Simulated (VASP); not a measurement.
Set up this calculation in VASP 6.6.1, as the native input.

```
Task                   : single point
Functional             : PBE
Potentials or basis    : VASP PAW PBE potentials, release 64 (Sn_d, Te)
Cutoff                 : 520 eV
k mesh                 : 6 × 6 × 6
Occupations            : methfessel-paxton, width 0.0136 eV
Spin                   : no spin polarisation
Dipole correction      : no
Further INCAR settings : ALGO = Normal; EDIFF = 1e-06; NBANDS = 17
```

The structure of SnTe lies in POSCAR:

```
SnTe
1.0
    4.4559750000      0.0000000000      0.0000000000
    2.2279875000      3.8589875486      0.0000000000
    2.2279875000      1.2863291829      3.6382883522
Sn Te
1 1
Direct
    0.0000000000      0.0000000000      0.0000000000
    0.5000000000      0.5000000000      0.5000000000
```

The input as run:

INCAR

```
PREC = Accurate
ENCUT = 520
EDIFF = 1E-6
ISMEAR = 1
SIGMA = 0.0136
LREAL = F
LASPH = T
NELM = 60
ALGO = Normal
ISIF = 2
LWAVE = F
LCHARG = F
GGA = PE
NBANDS = 17
```

KPOINTS

```
Automatic mesh
0
Gamma
  6 6 6
```

Potentials or basis: VASP PAW PBE potentials, release 64 (Sn_d, Te).

Command:

```sh
$ cat potpaw_PBE.64/Sn_d/POTCAR potpaw_PBE.64/Te/POTCAR > POTCAR
$ mpirun -np 1 vasp_std > vasp.out
```

It gave:

```json
{
  "Pressure": "2.2 GPa",
  "Band gap on the k mesh": "0.10 eV, direct"
}
```

Caveat: spin-orbit coupling is left out, which moves the levels of the heavy elements.

Run time: 32 s on 1 thread of AMD EPYC 7R13 (shared host), peak memory 0.17 GiB.
